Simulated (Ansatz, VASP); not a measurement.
One calculation of Hg, two programs

Contents of INCAR:

```
SYSTEM = Hg
  PREC = Accurate
  ENCUT = 520
  EDIFF = 1E-6
  ISMEAR = 0
  SIGMA = 0.1
  LREAL = .False.
  LASPH = .True.
  NELM = 100
  ALGO = Normal
  ISIF = 2
  LWAVE = .False.
  LCHARG = .False.
  GGA = PE
  NBANDS = 19
```

The input KPOINTS:

```
Automatic mesh
0
Gamma
  6 6 4
  0 0 0
```

POSCAR

```
Hg
1.0
    3.7510875800      0.0000000000      0.0000000000
   -1.8755437900      3.2485371400      0.0000000000
    0.0000000000      0.0000000000      4.5557933700
Hg
2
Direct
    0.0000000000      0.0000000000      0.7527127400
    0.0000000000      0.0000000000      0.2472872600
```

Input for Ansatz:

```yaml
crystal:
  lattice:
    - [3.75108758, 0.0, 0.0]
    - [-1.87554379, 3.24853714, 0.0]
    - [0.0, 0.0, 4.55579337]
  atoms:
    - { symbol: Hg, position: [0.0, 0.0, 0.75271274] }
    - { symbol: Hg, position: [0.0, 0.0, 0.24728726] }
basis:
  ecutwfc: 420
kpoints:
  mp_grid: { grid: [6, 6, 4] }
hamiltonian:
  xc: pbe
scf:
  occupations: { method: gaussian, width: 0.1 }
  lower_state_search: "off"
output:
  forces: true
  stress: true
  eigenvalues: true
```

Alike in both runs: task single point; functional PBE; k mesh 6 × 6 × 4; occupations gaussian, width 0.1 eV; no spin polarisation.

|  | VASP | Ansatz |
| --- | --- | --- |
| version | VASP 6.6.1 | Ansatz 0.2.0 |
| potentials or method | VASP PAW PBE potentials, release 64 (Hg), cutoff 520 eV | scalar-relativistic, plane waves, PAW |
| valence electrons in the cell | 24 | 40 |

Ansatz gave:

```
gap on the k mesh at the Fermi level (eV) : none
rms of the force components (eV/Å)        : 0.995
```

Q: What did VASP give for the same quantities?

A: gap on the k mesh at the Fermi level (eV): none; rms of the force components (eV/Å): 1.067.

Atom by atom the forces differ by 0.072 eV/Å (rms over components). A gap of «none» marks a metal or a gap that the smearing closes. The functional is the same, so the differences come from potentials, cutoffs and numerics. VASP's potentials hold 24 valence electrons a cell and Ansatz's 40, so a difference there can come from the potentials and not from the codes.

Neither program's run includes spin-orbit coupling.
